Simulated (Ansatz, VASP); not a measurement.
# In: VASP beside Ansatz

The input INCAR:

```
PREC = Accurate
ENCUT = 520
EDIFF = 1E-7
ISMEAR = 0
SIGMA = 0.15
LREAL = False
LASPH = True
NELM = 80
ALGO = Fast
ISIF = 2
LWAVE = False
LCHARG = True
GGA = PE
LELF = True
LVHAR = True
NBANDS = 12
```

Contents of KPOINTS:

```
Automatic mesh
0
Gamma
  20 20 20
```

Contents of POSCAR:

```
In
1.0
   -1.6017577500      1.6017577500      2.5481685000
    1.6017577500     -1.6017577500      2.5481685000
    1.6017577500      1.6017577500     -2.5481685000
In
1
Direct
    0.0000000000      0.0000000000      0.0000000000
```

Input for Ansatz:

```yaml
crystal:
  lattice:
    - [-1.60175775, 1.60175775, 2.5481685]
    - [1.60175775, -1.60175775, 2.5481685]
    - [1.60175775, 1.60175775, -2.5481685]
  atoms:
    - { symbol: In, position: [0.0, 0.0, 0.0] }
basis:
  ecutwfc: 420
kpoints:
  mp_grid: { grid: [20, 20, 20] }
hamiltonian:
  xc: pbe
scf:
  occupations: { method: gaussian, width: 0.15 }
output:
  forces: true
  stress: true
  eigenvalues: true
```

Change from the starting cell: strain -0.015 along x and y, +0.030 along z, atoms carried along.

Alike in both runs: task single point; functional PBE; k mesh 20 × 20 × 20; occupations gaussian, width 0.15 eV; no spin polarisation.

|  | VASP | Ansatz |
| --- | --- | --- |
| version | VASP 6.6.1 | Ansatz 0.2.0 |
| potentials or method | VASP PAW PBE potentials, release 64 (In_d), cutoff 520 eV | scalar-relativistic, plane waves, PAW |
| valence electrons in the cell | 13 | 13 |

```tsv
	VASP	Ansatz	Ansatz less VASP
gap on the k mesh at the Fermi level (eV)	none	none	-
pressure (GPa)	2.0	2.0	+0.04
traceless stress, the component that is largest in VASP (GPa)	-0.12	-0.12	+0.006
```

A gap of «none» marks a metal or a gap that the smearing closes.
